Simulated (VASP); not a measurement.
# C in VASP: notebook

Runs on C. Level: PBEsol. Tasks: single point.

Program: VASP 6.6.1. These are calculated values, not measurements. Logs are shortened: lines on timing, memory, paths and dates and some standing lists are left out, and cuts for length are marked.

## 1. The cell of the first run

The cell holds a slab with vacuum, 18 atoms: a = 7.398 Å, b = 7.398 Å, c = 12.000 Å, α = 90.00°, β = 90.00°, γ = 120.00°.

## 2. Single point, PBEsol

INCAR reads:

```
  PREC = Accurate
  ENCUT = 520
  EDIFF = 1E-7
  ISMEAR = -1
  SIGMA = 0.02
  LREAL = Auto
  LASPH = True
  NELM = 100
  ALGO = Normal
  ISIF = 2
  LWAVE = False
  LCHARG = False
  GGA = PS
  NBANDS = 51
```

KPOINTS reads:

```
Automatic mesh
0
Gamma
  2 2 1
```

POSCAR reads:

```
C
1.0
    7.3980000000      0.0000000000      0.0000000000
   -3.6990000000      6.4068560000      0.0000000000
    0.0000000000      0.0000000000     12.0000000000
C
18
Direct
   -0.0076952705     -0.0037928120      0.0704166667
    0.2132673893      0.1132068522      0.0926666667
    0.0000196340      0.3299122065      0.0657500000
    0.2178559061      0.4461470650      0.0723250000
    0.0000994705      0.6651624447      0.0850250000
    0.2265832576      0.7818499432      0.1013916667
    0.3341700357     -0.0093025347      0.1022583333
    0.5536798656      0.1098198555      0.0908250000
    0.3409330872      0.3372324897      0.1023666667
    0.5574479772      0.4413084983      0.0899333333
    0.3369946819      0.6612291583      0.0946333333
    0.5614111333      0.7814597363      0.0761500000
    0.6654191464      0.0090215856      0.0781500000
    0.8877395255      0.1211670748      0.0666916667
    0.6758110799      0.3402136711      0.0827666667
    0.8869834370      0.4425259441      0.0704750000
    0.6638292499      0.6636952664      0.0821250000
    0.8854510177      0.7691448036      0.0760583333
```

Potentials or basis: VASP PAW PBE potentials, release 64 (C).

Started as:

```console
> cat potpaw_PBE.64/C/POTCAR > POTCAR
> mpirun -np 1 vasp_std > vasp.out
```

OUTCAR:

```text
PREC = Accurate
   ENCUT = 520
   EDIFF = 1E-7
   ISMEAR = -1
   LREAL = Auto
   LASPH = True
   NELM = 100
   ISIF = 2
   GGA = PS

 ion  position               nearest neighbor table
   1  0.992  0.996  0.070-   2 1.44  18 1.46  14 1.47
   2  0.213  0.113  0.093-   1 1.44   9 1.44   7 1.56
   3  0.000  0.330  0.066-  14 1.34   4 1.40  16 1.45
   4  0.218  0.446  0.072-   3 1.40  11 1.41   9 1.53
   5  0.000  0.665  0.085-  18 1.41  16 1.44   6 1.46
   6  0.227  0.782  0.101-   7 1.34   5 1.46  11 1.48
[... 10 lines left out ...]
  17  0.664  0.664  0.082-  12 1.41  18 1.42  10 1.43
  18  0.885  0.769  0.076-   5 1.41  17 1.42   1 1.46

  LATTYP: Found a hexagonal cell.
 ALAT       =     7.3980000000
 C/A-ratio  =     1.6220600162

  Lattice vectors:

 A1 = (   7.3980000000,   0.0000000000,   0.0000000000)
 A2 = (  -3.6990000000,   6.4068560000,   0.0000000000)
 A3 = (   0.0000000000,   0.0000000000,  12.0000000000)

Analysis of symmetry for initial positions (statically):
=====================================================================
 Subroutine PRICEL returns:
 Original cell was already a primitive cell.

 Routine SETGRP: Setting up the symmetry group for a
 hexagonal supercell.

 Subroutine GETGRP returns: Found  1 space group operations
 (whereof  1 operations were pure point group operations)
 out of a pool of 24 trial point group operations.

The static configuration has the point symmetry C_1 .

Analysis of symmetry for dynamics (positions and initial velocities):
=====================================================================
 Subroutine PRICEL returns:
 Original cell was already a primitive cell.

 Routine SETGRP: Setting up the symmetry group for a
 hexagonal supercell.

 Subroutine GETGRP returns: Found  1 space group operations
 (whereof  1 operations were pure point group operations)
 out of a pool of 24 trial point group operations.

The dynamic configuration has the point symmetry C_1 .

 Subroutine INISYM returns: Found  1 space group operations
 (whereof  1 operations are pure point group operations),
 and found     1 'primitive' translations

----------------------------------------------------------------------------------------

                                     Primitive cell

[... 103 lines left out ...]
   EDIFFG = 0.1E-05   stopping-criterion for IOM
   NSW    =      0    number of steps for IOM
   IBRION =     -1    ionic relax: 0-MD 1-quasi-New 2-CG
   NFREE  =      0    steps in history (QN), initial steepest desc. (CG)
   ISIF   =      2    stress and relaxation
   ISYM   =      2    0-nonsym 1-usesym 2-fastsym
   POTIM  = 0.5000    time-step for ionic-motion
   TEBEG  =    0.0;   TEEND  =   0.0 temperature during run
   PSTRESS=    0.0 pullay stress
   NELECT =      72.0000    total number of electrons
   NUPDOWN=      -1.0000    fix difference up-down
   EMIN   =  10.00;   EMAX   =-10.00  energy-range for DOS
   EFERMI =   0.00;   METHOD = LEGACY
   ISMEAR =    -1;   SIGMA  =   0.02  broadening in eV -4-tet -1-fermi 0-gaus
   EFERMI_NEDOS =   21; number of points for ismear=-14 and -15
   IALGO  =     38    algorithm
   IMIX   =      4    mixing-type and parameters
     AMIX     =   0.40;   BMIX     =  1.00
     AMIX_MAG =   1.60;   BMIX_MAG =  1.00
  volume/ion in A,a.u.               =      31.60       213.24
  Fermi-wavevector in a.u.,A,eV,Ry     =   0.822001  1.553356  9.193253  0.675685
  Thomas-Fermi vector in A             =   1.933259
   LORBIT       =      0    0 simple, 1 ext, 2 COOP (PROOUT), +10 PAW based schemes
   GGA     = PS    functional components
   LHFCALC =     F    Hartree Fock is set to
   AEXX    =    0.0000 exact exchange contribution
   IVDW    =     0    specifies the selected vdW correction
   LEPSILON=     F    determine dielectric tensor
   LRPA    =     F    only Hartree local field effects (RPA)
 non-spin polarized calculation
  energy-cutoff  :      520.00
  volume of cell :      568.78
 maximum number of plane-waves:     15363
 NGX is ok and might be reduce to    56
   NGX = 27   NGY = 27   NGZ = 45

 number of electron      71.9999999 magnetization

 Free energy of the ion-electron system (eV)
  ---------------------------------------------------
  ext. energy  EPLUGINS =         0.00000000
  ---------------------------------------------------
  free energy    TOTEN  =      -170.89359642 eV

  energy without entropy =     -170.88365696  energy(sigma->0) =     -170.88862669

 E-fermi :  -1.8479     XC(G=0):  -3.5915

 val. band max:       -1.8759038539   @ k =   0.0000   0.0000   0.0000
 cond. band min:      -1.8198336797   @ k =   0.0000   0.0000   0.0000
 fundamental gap:      0.0560701742
 Fermi energy:        -1.8478687890

 k-point     1 :       0.0000    0.0000    0.0000
  band No.  band energies     occupation
      1     -21.2802      2.00000
      2     -19.0105      2.00000
      3     -18.8890      2.00000
      4     -18.7177      2.00000
      5     -18.6119      2.00000
      6     -18.5166      2.00000
[... 193 lines left out ...]
     47       4.0995      0.00000
     48       4.2116      0.00000
 [bands above 48 left out]

------------------------ aborting loop because EDIFF is reached ----------------------------------------

  FORCE on cell =-STRESS in cart. coord.  units (eV):
  Direction    XX          YY          ZZ          XY          YZ          ZX
  --------------------------------------------------------------------------------------
  -------------------------------------------------------------------------------------
  Total       -4.2215777     -0.7778937     -2.2244024      0.0910880      0.1770294     -2.3115357
  in kB      -11.8917244     -2.1912418     -6.2658993      0.2565849      0.4986727     -6.5113441
  external PRESSURE =      -6.7829552 kB  Pullay stress =       0.0000000 kB

 VOLUME and BASIS-vectors are now :
 -----------------------------------------------------------------------------
  energy-cutoff  :      520.00
  volume of cell :      568.78
      direct lattice vectors                 reciprocal lattice vectors
     7.398000000  0.000000000  0.000000000     0.135171668  0.078041398  0.000000000
    -3.699000000  6.406856000  0.000000000     0.000000000  0.156082796  0.000000000
     0.000000000  0.000000000 12.000000000     0.000000000  0.000000000  0.083333333

 POSITION                                       TOTAL-FORCE (eV/Angst)
 -----------------------------------------------------------------------------------
      3.65610      6.38256      0.84500         0.930872      1.601675      1.271582
      1.15900      0.72530      1.11200         2.284479     -1.557998      0.161402
     -1.22020      2.11370      0.78900        -1.023768      2.872327      0.191767
     -0.03860      2.85840      0.86790         3.998177     -0.923879      2.793428
     -2.45970      4.26160      1.02030         0.432423      0.189039     -0.220612
     -1.21580      5.00920      1.21670         0.508285     -3.920096     -1.037600
[... 10 lines left out ...]
      2.45600      4.25220      0.98550         1.254726     -0.219423     -1.014259
      3.70550      4.92780      0.91270        -0.394715      1.623095      0.154039
 -----------------------------------------------------------------------------------
    total drift:                                0.008647      0.002300      0.015166

  FREE ENERGIE OF THE ION-ELECTRON SYSTEM (eV)
  ---------------------------------------------------
  free  energy   TOTEN  =      -170.8935964240 eV

  energy  without entropy=     -170.8836569563  energy(sigma->0) =     -170.88862669
```

Run time: 2.3 min. Hardware: 1 thread of Intel Xeon 6975P-C (Granite Rapids), shared host; peak memory 0.55 GiB.

What came out:

```
Free energy   : -170.8936 eV
Largest force : 5.331 eV/Å
```

Forces in eV/Å, atoms in the order of the input:
```
C    0.931  1.602  1.272
C    2.284 -1.558  0.161
C   -1.024  2.872  0.192
C    3.998 -0.924  2.793
C    0.432  0.189 -0.221
C    0.508 -3.920 -1.038
C   -3.073  4.199 -0.461
C    0.017  1.496 -0.202
C   -3.960 -1.714 -3.131
C   -0.078  2.029  0.618
C   -1.400  2.752 -1.890
C   -1.868 -0.648  1.884
C    1.473 -2.059 -0.385
C    1.377 -4.294  0.119
C   -2.103 -2.897  0.341
C    1.625  1.472  0.808
C    1.255 -0.219 -1.014
C   -0.395  1.623  0.154
```

Caveat: the k points lie up to 0.49 Å⁻¹ apart; the atoms stand as in a frame of molecular dynamics; there is no dipole correction, which matters where the two faces differ; the PAW data sets were made with another functional, which shifts forces and pressure a little.

## 3. Single point, PBEsol

INCAR reads:

```
SYSTEM = C
PREC     = Accurate       ! precision mode
ENCUT    = 520            ! plane-wave cutoff, eV
EDIFF    = 1E-6           ! SCF threshold, eV
ISMEAR   = -1             ! smearing method
SIGMA    = 0.02           ! smearing width, eV
LREAL    = Auto         
LASPH    = .True.         ! aspherical terms in the spheres
NELM     = 60             ! most SCF steps
ALGO     = Normal         ! electronic algorithm
ISIF     = 2              ! what is computed and relaxed
LWAVE    = .False.        ! write WAVECAR
LCHARG   = .False.        ! write CHGCAR
GGA      = PS             ! functional
NBANDS   = 51             ! bands
```

KPOINTS reads:

```
Automatic mesh
0
Gamma
  2 2 1
  0 0 0
```

POSCAR reads:

```
C
1.0
    7.3980000000      0.0000000000      0.0000000000
   -3.6990000000      6.4068560000      0.0000000000
    0.0000000000      0.0000000000     12.0000000000
C
18
Direct
    0.0048157735      0.0014671783      0.0969166667
    0.2217413419      0.1110685179      0.0732833333
    0.0118367798      0.3327841300      0.0962416667
    0.2266453272      0.4535609978      0.0767666667
   -0.0026066437      0.6691581643      0.0705333333
    0.2259080803      0.7865012106      0.0694500000
    0.3319823566     -0.0036211209      0.0623916667
    0.5536998357      0.1061831263      0.0718333333
    0.3361025847      0.3268685920      0.0744833333
    0.5537815033      0.4421669537      0.0782000000
    0.3179249809      0.6595590723      0.0861750000
    0.5489305444      0.7685829056      0.0918833333
    0.6623449641     -0.0094274009      0.0892666667
    0.8941110519      0.1078219957      0.1006666667
    0.6670182085      0.3445527728      0.0828833333
    0.8842165304      0.4452105682      0.0846333333
    0.6662554071      0.6702507439      0.1038166667
    0.8952784806      0.7873128411      0.0905833333
```

Potentials or basis: VASP PAW PBE potentials, release 64 (C).

Started as:

```console
> cat potpaw_PBE.64/C/POTCAR > POTCAR
> mpirun -np 1 vasp_std > vasp.out
```

Run time: 2.2 min. Hardware: 1 thread of Intel Xeon 6975P-C (Granite Rapids), shared host; peak memory 0.56 GiB.

The run converged. Its results:

```yaml
Free_energy: -170.6663 eV
Largest_force: 6.109 eV/Å
```

Forces in eV/Å, atoms in the order of the input:
```
C   -0.060  0.715 -0.994
C    0.949 -0.148  0.173
C   -4.478 -0.340 -1.531
C    0.992 -5.820  1.571
C    0.432 -0.204  1.394
C   -0.975 -4.525  0.398
C    0.333  2.854  0.847
C    0.527  1.675  0.915
C   -2.649  2.171 -0.178
C   -0.150  3.041  1.482
C    2.875  5.132 -1.253
C   -1.345  1.739  0.504
C   -0.099  1.605  0.019
C   -1.599  1.093 -0.338
C    2.027 -4.986 -0.823
C    3.101  1.297  0.100
C    1.283 -1.906 -2.367
C   -1.166 -3.392  0.082
```

Caveat: the k points lie up to 0.49 Å⁻¹ apart; the atoms stand as in a frame of molecular dynamics; there is no dipole correction, which matters where the two faces differ; the PAW data sets were made with another functional, which shifts forces and pressure a little.
